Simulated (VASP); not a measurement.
# BN (P6_3/mmc) in VASP: a series of runs

BN is run at these levels: PBEsol, LDA; tasks: single point, relaxation of cell and atoms.

Program: VASP 6.6.1. These are calculated values, not measurements. Logs are shortened: lines on timing, memory, paths and dates and some standing lists are left out, and cuts for length are marked.

**1. The cell of the first run**

The structure is hexagonal, space group P6_3/mmc (No. 194). Conventional cell: a = 2.504 Å, b = 2.504 Å, c = 7.016 Å, α = 90.00°, β = 90.00°, γ = 120.00°. Within 1.9 Å of N (site symmetry -6m2) lie 3 B at 1.45 Å. Within 1.9 Å of B (site symmetry -6m2) lie 3 N at 1.45 Å.

**2. Single point, PBEsol**

File INCAR:

```
ALGO = Normal
EDIFF = 1E-6
ENCUT = 520
GGA = PS
ISIF = 2
ISMEAR = -1
LASPH = T
LCHARG = F
LREAL = F
LWAVE = F
NBANDS = 16
NELM = 80
PREC = Accurate
SIGMA = 0.05
```

File KPOINTS:

```
k-points
0
Gamma
  12 12 4
```

File POSCAR:

```
BN
1.0
    2.5043461122      0.0000000000      0.0000000000
   -1.2521730561      2.1688273530      0.0000000000
    0.0000000000      0.0000000000      7.0164361916
N B
2 2
Direct
    0.6666666667      0.3333333333      0.2500000000
    0.3333333333      0.6666666667      0.7500000000
    0.6666666667      0.3333333333      0.7500000000
    0.3333333333      0.6666666667      0.2500000000
```

Potentials or basis: VASP PAW PBE potentials, release 64 (N, B).

Run with:

```console
$ cat potpaw_PBE.64/N/POTCAR potpaw_PBE.64/B/POTCAR > POTCAR
$ mpirun -np 1 vasp_std > vasp.out
```

OUTCAR:

```text
EDIFF = 1E-6
   ENCUT = 520
   GGA = PS
   ISIF = 2
   ISMEAR = -1
   LASPH = T
   LREAL = F
   NELM = 80
   PREC = Accurate

 ion  position               nearest neighbor table
   1  0.667  0.333  0.250-   4 1.45   4 1.45   4 1.45
   2  0.333  0.667  0.750-   3 1.45   3 1.45   3 1.45
   3  0.667  0.333  0.750-   2 1.45   2 1.45   2 1.45
   4  0.333  0.667  0.250-   1 1.45   1 1.45   1 1.45

  LATTYP: Found a hexagonal cell.
 ALAT       =     2.5043461122
 C/A-ratio  =     2.8017038689

  Lattice vectors:

 A1 = (   2.5043461122,   0.0000000000,   0.0000000000)
 A2 = (  -1.2521730561,   2.1688273530,   0.0000000000)
 A3 = (   0.0000000000,   0.0000000000,   7.0164361916)

Analysis of symmetry for initial positions (statically):
=====================================================================
 Subroutine PRICEL returns:
 Original cell was already a primitive cell.

 Routine SETGRP: Setting up the symmetry group for a
 hexagonal supercell.

 Subroutine GETGRP returns: Found 24 space group operations
 (whereof 12 operations were pure point group operations)
 out of a pool of 24 trial point group operations.

The static configuration has the point symmetry D_3d.
 The point group associated with its full space group is D_6h.

Analysis of symmetry for dynamics (positions and initial velocities):
=====================================================================
 Subroutine PRICEL returns:
 Original cell was already a primitive cell.

 Routine SETGRP: Setting up the symmetry group for a
 hexagonal supercell.

 Subroutine GETGRP returns: Found 24 space group operations
 (whereof 12 operations were pure point group operations)
 out of a pool of 24 trial point group operations.

The dynamic configuration has the point symmetry D_3d.
 The point group associated with its full space group is D_6h.

 Subroutine INISYM returns: Found 24 space group operations
 (whereof 12 operations are pure point group operations),
 and found     1 'primitive' translations

----------------------------------------------------------------------------------------

                                     Primitive cell

  volume of cell :      38.1097

  direct lattice vectors                    reciprocal lattice vectors
     2.504346112  0.000000000  0.000000000     0.399305829  0.230539328  0.000000000
    -1.252173056  2.168827353  0.000000000     0.000000000  0.461078656  0.000000000
     0.000000000  0.000000000  7.016436192     0.000000000  0.000000000  0.142522496

  length of vectors
     2.504346112  2.504346112  7.016436192     0.461078656  0.461078656  0.142522496

  position of ions in fractional coordinates (direct lattice)
     0.666666667  0.333333333  0.250000000
     0.333333333  0.666666667  0.750000000
     0.666666667  0.333333333  0.750000000
     0.333333333  0.666666667  0.250000000

  ion indices of the primitive-cell ions
   primitive index   ion index
                 1           1
                 2           2
                 3           3
                 4           4

----------------------------------------------------------------------------------------

 KPOINTS: k-points

Automatic generation of k-mesh.
 Grid dimensions read from file:
 generate k-points for:   12   12    4

 Generating k-lattice:

  Cartesian coordinates                     Fractional coordinates (reciprocal lattice)
     0.033275486  0.019211611  0.000000000     0.083333333 -0.000000000  0.000000000
     0.000000000  0.038423221  0.000000000     0.000000000  0.083333333  0.000000000
     0.000000000  0.000000000  0.035630624     0.000000000  0.000000000  0.250000000

  Length of vectors
     0.038423221  0.038423221  0.035630624

  Shift w.r.t. Gamma in fractional coordinates (k-lattice)
     0.000000000  0.000000000  0.000000000

 Subroutine IBZKPT returns following result:
 ===========================================

 Found     57 irreducible k-points:

 Following reciprocal coordinates:
            Coordinates               Weight
  0.000000  0.000000  0.000000      1.000000
  0.083333  0.000000  0.000000      6.000000
  0.166667  0.000000  0.000000      6.000000
  0.250000  0.000000  0.000000      6.000000
  0.333333  0.000000  0.000000      6.000000
  0.416667  0.000000  0.000000      6.000000
[... 16 lines left out ...]
  0.250000  0.000000  0.250000     12.000000
  0.333333  0.000000  0.250000     12.000000
 [... further k-points ...]
   k-points           NKPTS =     57   k-points in BZ     NKDIM =     57   number of bands    NBANDS=     16
   number of dos      NEDOS =    301   number of ions     NIONS =      4
   total plane-waves  NPLWV =  21600
   dimension x,y,z NGX =    20 NGY =   20 NGZ =   54
   dimension x,y,z NGXF=    40 NGYF=   40 NGZF=  108
   ions per type =               2   2
   NGX,Y,Z   is equivalent  to a cutoff of  13.28, 13.28, 12.79 a.u.
   NGXF,Y,Z  is equivalent  to a cutoff of  26.55, 26.55, 25.59 a.u.
 SYSTEM =  unknown system
   PREC   = accura    normal or accurate (medium, high low for compatibility)
   ISTART =      0    job   : 0-new  1-cont  2-samecut
   ICHARG =      2    charge: 1-file 2-atom 10-const
   ISPIN  =      1    spin polarized calculation?
   LNONCOLLINEAR =      F non collinear calculations
   LSORBIT =      F    spin-orbit coupling
   LASPH  =      T    aspherical Exc in radial PAW
   ENCUT  =  520.0 eV  38.22 Ry    6.18 a.u.   4.66  4.66 13.05*2*pi/ulx,y,z
   NELM   =     80;   NELMIN=  2; NELMDL= -5     # of ELM steps
   EDIFF  = 0.1E-05   stopping-criterion for ELM
   LREAL  =      F    real-space projection
   EDIFFG = 0.1E-04   stopping-criterion for IOM
   NSW    =      0    number of steps for IOM
   IBRION =     -1    ionic relax: 0-MD 1-quasi-New 2-CG
   NFREE  =      0    steps in history (QN), initial steepest desc. (CG)
   ISIF   =      2    stress and relaxation
   ISYM   =      2    0-nonsym 1-usesym 2-fastsym
   POTIM  = 0.5000    time-step for ionic-motion
   TEBEG  =    0.0;   TEEND  =   0.0 temperature during run
   PSTRESS=    0.0 pullay stress
   NELECT =      16.0000    total number of electrons
   NUPDOWN=      -1.0000    fix difference up-down
   EMIN   =  10.00;   EMAX   =-10.00  energy-range for DOS
   EFERMI =   0.00;   METHOD = LEGACY
   ISMEAR =    -1;   SIGMA  =   0.05  broadening in eV -4-tet -1-fermi 0-gaus
   EFERMI_NEDOS =   21; number of points for ismear=-14 and -15
   IALGO  =     38    algorithm
   IMIX   =      4    mixing-type and parameters
     AMIX     =   0.40;   BMIX     =  1.00
     AMIX_MAG =   1.60;   BMIX_MAG =  1.00
  volume/ion in A,a.u.               =       9.53        64.29
  Fermi-wavevector in a.u.,A,eV,Ry     =   1.225847  2.316515 20.445479  1.502700
  Thomas-Fermi vector in A             =   2.360870
   LORBIT       =      0    0 simple, 1 ext, 2 COOP (PROOUT), +10 PAW based schemes
   GGA     = PS    functional components
   LHFCALC =     F    Hartree Fock is set to
   AEXX    =    0.0000 exact exchange contribution
   IVDW    =     0    specifies the selected vdW correction
   LEPSILON=     F    determine dielectric tensor
   LRPA    =     F    only Hartree local field effects (RPA)
 non-spin polarized calculation
  energy-cutoff  :      520.00
  volume of cell :       38.11
 maximum number of plane-waves:      1058
 NGX is ok and might be reduce to    20
   NGX =  9   NGY =  9   NGZ = 27

 number of electron      15.9999998 magnetization

 Free energy of the ion-electron system (eV)
  ---------------------------------------------------
  ext. energy  EPLUGINS =         0.00000000
  ---------------------------------------------------
  free energy    TOTEN  =       -36.57081960 eV

  energy without entropy =      -36.57081960  energy(sigma->0) =      -36.57081960

 E-fermi :   2.8376     XC(G=0):  -9.9292

 val. band max:        1.7606832264   @ k =   0.3333   0.3333   0.5000
 cond. band min:       6.0182092208   @ k =   0.5000   0.0000   0.0000
 fundamental gap:      4.2575259945
 Fermi energy:         2.8375627260

 k-point     1 :       0.0000    0.0000    0.0000
  band No.  band energies     occupation
      1     -15.9500      2.00000
      2     -15.7529      2.00000
      3      -4.3027      2.00000
      4      -2.6476      2.00000
      5       0.4523      2.00000
      6       0.4523      2.00000
[... 8 lines left out ...]
     15      13.6198      0.00000
     16      14.6773      0.00000

 k-point     2 :       0.0833    0.0000    0.0000
  band No.  band energies     occupation
      1     -15.8143      2.00000
      2     -15.6205      2.00000
      3      -4.1161      2.00000
      4      -2.4767      2.00000
      5      -0.1064      2.00000
      6      -0.0913      2.00000
[... 8 lines left out ...]
     15      14.1355      0.00000
     16      14.1955      0.00000

 k-point     3 :       0.1667    0.0000    0.0000
  band No.  band energies     occupation
      1     -15.4141      2.00000
      2     -15.2302      2.00000
      3      -3.5632      2.00000
      4      -1.9737      2.00000
      5      -1.5237      2.00000
      6      -1.5054      2.00000
[... 8 lines left out ...]
     15      15.4896      0.00000
     16      15.5661      0.00000

 k-point     4 :       0.2500    0.0000    0.0000
  band No.  band energies     occupation
      1     -14.7757      2.00000
      2     -14.6091      2.00000
      3      -3.3243      2.00000
      4      -3.2916      2.00000
      5      -2.6692      2.00000
      6      -1.1820      2.00000
[... 8 lines left out ...]
     15      16.5215      0.00000
     16      17.7650      0.00000

 k-point     5 :       0.3333    0.0000    0.0000
  band No.  band energies     occupation
      1     -13.9659      2.00000
      2     -13.8266      2.00000
      3      -5.1203      2.00000
      4      -5.0723      2.00000
      5      -1.8130      2.00000
      6      -1.7763      2.00000
[... 8 lines left out ...]
     15      17.2266      0.00000
     16      20.2956      0.00000

 k-point     6 :       0.4167    0.0000    0.0000
  band No.  band energies     occupation
      1     -13.1573      2.00000
      2     -13.0632      2.00000
      3      -6.5574      2.00000
      4      -6.5058      2.00000
      5      -2.2264      2.00000
      6      -2.1880      2.00000
[... 8 lines left out ...]
     15      16.3774      0.00000
     16      19.6677      0.00000
[... 267 lines left out ...]
 k-point    21 :       0.0833    0.0000    0.2500
  band No.  band energies     occupation
      1     -15.7869      2.00000
      2     -15.6500      2.00000
      3      -3.9132      2.00000
      4      -2.7667      2.00000
      5      -0.1030      2.00000
      6      -0.0915      2.00000
[... 8 lines left out ...]
     15      14.1849      0.00000
     16      14.2070      0.00000

 k-point    22 :       0.1667    0.0000    0.2500
  band No.  band energies     occupation
      1     -15.3881      2.00000
      2     -15.2581      2.00000
      3      -3.3674      2.00000
      4      -2.2611      2.00000
      5      -1.5165      2.00000
      6      -1.4975      2.00000
[... 8 lines left out ...]
     15      15.5006      0.00000
     16      15.5545      0.00000

 k-point    23 :       0.2500    0.0000    0.2500
  band No.  band energies     occupation
      1     -14.7521      2.00000
      2     -14.6343      2.00000
      3      -3.3270      2.00000
      4      -3.3007      2.00000
      5      -2.4714      2.00000
      6      -1.4259      2.00000
[... 8 lines left out ...]
     15      17.7679      0.00000
     16      17.7760      0.00000

 k-point    24 :       0.3333    0.0000    0.2500
  band No.  band energies     occupation
      1     -13.9460      2.00000
      2     -13.8475      2.00000
      3      -5.1150      2.00000
      4      -5.0809      2.00000
      5      -1.8076      2.00000
      6      -1.7817      2.00000
[... 8 lines left out ...]
     15      18.1473      0.00000
     16      20.1212      0.00000

 [... further k-points ...]

------------------------ aborting loop because EDIFF is reached ----------------------------------------

  FORCE on cell =-STRESS in cart. coord.  units (eV):
  Direction    XX          YY          ZZ          XY          YZ          ZX
  --------------------------------------------------------------------------------------
  -------------------------------------------------------------------------------------
  Total        0.1168331      0.1168331     -0.0240468     -0.0000000      0.0000000      0.0000000
  in kB        4.9118004      4.9118004     -1.0109570     -0.0000000      0.0000000      0.0000000
  external PRESSURE =       2.9375479 kB  Pullay stress =       0.0000000 kB

 VOLUME and BASIS-vectors are now :
 -----------------------------------------------------------------------------
  energy-cutoff  :      520.00
  volume of cell :       38.11
      direct lattice vectors                 reciprocal lattice vectors
     2.504346112  0.000000000  0.000000000     0.399305829  0.230539328  0.000000000
    -1.252173056  2.168827353  0.000000000     0.000000000  0.461078656  0.000000000
     0.000000000  0.000000000  7.016436192     0.000000000  0.000000000  0.142522496

 POSITION                                       TOTAL-FORCE (eV/Angst)
 -----------------------------------------------------------------------------------
      1.25217      0.72294      1.75411        -0.000000      0.000000      0.000000
     -0.00000      1.44588      5.26233         0.000000     -0.000000      0.000000
      1.25217      0.72294      5.26233         0.000000      0.000000      0.000000
     -0.00000      1.44588      1.75411        -0.000000     -0.000000      0.000000
 -----------------------------------------------------------------------------------
    total drift:                               -0.000000      0.000000      0.000000

  FREE ENERGIE OF THE ION-ELECTRON SYSTEM (eV)
  ---------------------------------------------------
  free  energy   TOTEN  =       -36.5708195984 eV

  energy  without entropy=      -36.5708195983  energy(sigma->0) =      -36.57081960
```

Wall time 22 s (1 thread of Intel Xeon Platinum 8488C (Sapphire Rapids), shared host); peak memory 0.16 GiB.

Results:

```
Free energy            : -36.5708 eV
Pressure               : 0.3 GPa
Band gap on the k mesh : 4.26 eV, indirect (least direct gap 4.60 eV)
```

Caveat: the PAW data sets were made with another functional, which shifts forces and pressure a little; this functional lacks dispersion, which binds the layers, so the pressure and a relaxed spacing across them are unreliable.

**3. Relaxation of cell and atoms, LDA**

This run uses another cell than the first one, of 8.97 Å³/atom, 0.941 times its volume.

File INCAR:

```
SYSTEM = BN
ALGO = Normal
EDIFF = 1E-7
EDIFFG = -0.01
ENCUT = 600
GGA = CA
IBRION = 2
ISIF = 3
ISMEAR = -1
LASPH = .True.
LCHARG = .False.
LREAL = .False.
LWAVE = .False.
NELM = 60
NSW = 60
PREC = Accurate
SIGMA = 0.05
```

File KPOINTS:

```
k-points
0
Gamma
  12 12 4
  0 0 0
```

File POSCAR:

```
BN
1.0
    2.4982400000      0.0000000000      0.0000000000
   -1.2491200000      2.1635393048      0.0000000000
    0.0000000000      0.0000000000      6.6357000000
N B
2 2
Direct
    0.6666666667      0.3333333333      0.2500000000
    0.3333333333      0.6666666667      0.7500000000
    0.6666666667      0.3333333333      0.7500000000
    0.3333333333      0.6666666667      0.2500000000
```

Potentials or basis: VASP PAW LDA potentials, release 64 (N, B).

Run with:

```console
$ cat potpaw_LDA.64/N/POTCAR potpaw_LDA.64/B/POTCAR > POTCAR
$ mpirun -np 1 vasp_std > vasp.out
```

Wall time 80 s (1 thread of Intel Xeon Platinum 8488C (Sapphire Rapids), shared host); peak memory 0.15 GiB.

The run converged. Its results:

```
Free energy                            : -38.5874 eV
Relaxed volume                         : 8.64 Å³/atom
Relaxed cell                           : a = 2.490 Å, b = 2.490 Å, c = 6.436 Å, α = 90.00°, β = 90.00°, γ = 120.00°
Space group after relaxing (to 0.05 Å) : P6_3/mmc (No. 194)
Energy gained by relaxing              : 1.4 meV/atom
Ionic steps                            : 9
Pressure after relaxing                : 0.1 GPa
Band gap on the k mesh                 : 4.03 eV, indirect (least direct gap 4.43 eV)
```

Stress tensor (GPa, compression positive):
```
 0.12  0.00  0.00
 0.00  0.12  0.00
 0.00  0.00 -0.02
```

The path:
```csv
step,energy change (eV),largest force (eV/Å),pressure (GPa),volume (Å³)
1,0.0000,0.0000,-2.66,35.87
2,0.0074,0.0000,4.69,35.10
3,-0.0028,0.0000,-0.22,35.60
4,-0.0028,0.0000,-0.17,35.60
5,-0.0031,0.0000,-0.15,35.53
6,-0.0039,0.0000,-0.12,35.34
7,-0.0051,0.0000,-0.03,34.95
8,-0.0051,0.0000,0.20,34.16
9,-0.0055,0.0000,0.07,34.55
```

Final structure:
```cif
data_structure
_symmetry_space_group_name_H-M 'P 1'
_symmetry_Int_Tables_number 1
_cell_length_a 2.4899
_cell_length_b 2.4899
_cell_length_c 6.4359
_cell_angle_alpha 90.000
_cell_angle_beta 90.000
_cell_angle_gamma 120.000
_cell_volume 34.55
loop_
_atom_site_label
_atom_site_type_symbol
_atom_site_fract_x
_atom_site_fract_y
_atom_site_fract_z
_atom_site_occupancy
N1 N 0.66667 0.33333 0.25000 1
N2 N 0.33333 0.66667 0.75000 1
B1 B 0.66667 0.33333 0.75000 1
B2 B 0.33333 0.66667 0.25000 1
```

Levels at points of the mesh, in eV from the valence-band top:
| k point | band 6 | band 7 | band 8 | band 9 | band 10 | band 11 |
| --- | --- | --- | --- | --- | --- | --- |
| (0.00, 0.00, 0.00) | -1.35 | -1.30 | -1.30 | 5.13 | 10.46 | 11.53 |
| (0.50, 0.00, 0.00) | -4.13 | -1.63 | -0.40 | 4.03 | 5.68 | 9.63 |
| (0.00, 0.00, 0.50) | -1.33 | -1.33 | -1.33 | 7.75 | 7.75 | 11.60 |
| (0.50, 0.00, 0.50) | -4.18 | -0.99 | -0.99 | 4.55 | 4.55 | 10.07 |

A k mesh can miss the band edges. LDA usually gives volumes a few per cent too small.
